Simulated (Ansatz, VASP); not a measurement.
**Nb3Te8Mo: VASP beside Ansatz**

```xyz
12
Lattice="3.6337 0.0000 0.0000 -1.8169 3.1469 0.0000 0.0000 0.0000 29.5807" Properties=species:S:1:pos:R:3 pbc="T T T"
Nb    0.0000    0.0000   22.1902
Nb    0.0000    0.0000    7.3905
Nb    0.0000    0.0000   14.7904
Te    1.8169    1.0490   27.7804
Te    1.8169    1.0490    5.5215
Te    1.8169    1.0490   12.9202
Te    1.8169    1.0490   20.3195
Te    0.0000    2.0979   24.0592
Te    0.0000    2.0979    1.8004
Te    0.0000    2.0979    9.2612
Te    0.0000    2.0979   16.6605
Mo    0.0000    0.0000    0.0000
```

Alike in both runs: functional PBE; k mesh 6 × 6 × 1; occupations gaussian, width 0.1 eV; no spin polarisation.

Ansatz relaxed the structure, and its values are those at the end. VASP's run is a single point on that final structure, the one shown.

|  | VASP | Ansatz |
| --- | --- | --- |
| version | VASP 6.6.1 | Ansatz 0.2.0 |
| potentials or method | VASP PAW PBE potentials, release 64 (Nb_sv, Te, Mo_sv), cutoff 500 eV | scalar-relativistic, plane waves, PAW |
| valence electrons in the cell | 101 | 181 |

```tsv
	VASP	Ansatz	Ansatz less VASP
gap on the k mesh at the Fermi level (eV)	none	none	-
pressure (GPa)	0.0	0.1	+0.06
rms of the force components (eV/Å)	0.014	0.010	-0.0039
```

A gap of «none» marks a metal or a gap that the smearing closes. VASP's potentials hold 101 valence electrons a cell and Ansatz's 181, so a difference there can come from the potentials and not from the codes.

Spin-orbit coupling is off throughout.
